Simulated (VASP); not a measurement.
Ge:

```
CELL_PARAMETERS angstrom
3.94356 0.00000 0.00000
-1.97178 3.41522 0.00000
0.00000 0.00000 6.51019
ATOMIC_POSITIONS crystal
Ge 0.33333 0.66667 0.93710
Ge 0.66667 0.33333 0.43710
Ge 0.33333 0.66667 0.56290
Ge 0.66667 0.33333 0.06290
```

This cell differs from its parent crystal: volume scaled by 0.96.

Base run:

| Item | Value |
| --- | --- |
| Program | VASP 6.6.1 |
| Functional | PBEsol |
| Potentials or basis | VASP PAW PBE potentials, release 64 (Ge_d) |
| Cutoff | 520 eV |
| k mesh | 8 × 8 × 4 |
| Occupations | fermi-dirac, width 0.05 eV |
| Spin | no spin polarisation |

Its results: band gap on the k mesh zero (filled and empty bands touch); pressure 2.8 GPa; largest force 0.014 eV/Å.

Q: The run is repeated on the same cell with these changes: functional from PBEsol to r2SCAN. What comes out?

A: Band gap on the k mesh 0.17 eV, direct; pressure 3.2 GPa; largest force 0.025 eV/Å.

r2SCAN gives the wider gap, since meta-GGAs in the generalised Kohn-Sham scheme recover part of the derivative discontinuity.

Caveats: the PAW data sets were made with another functional, which shifts forces and pressure a little.

A k mesh can miss the band edges.
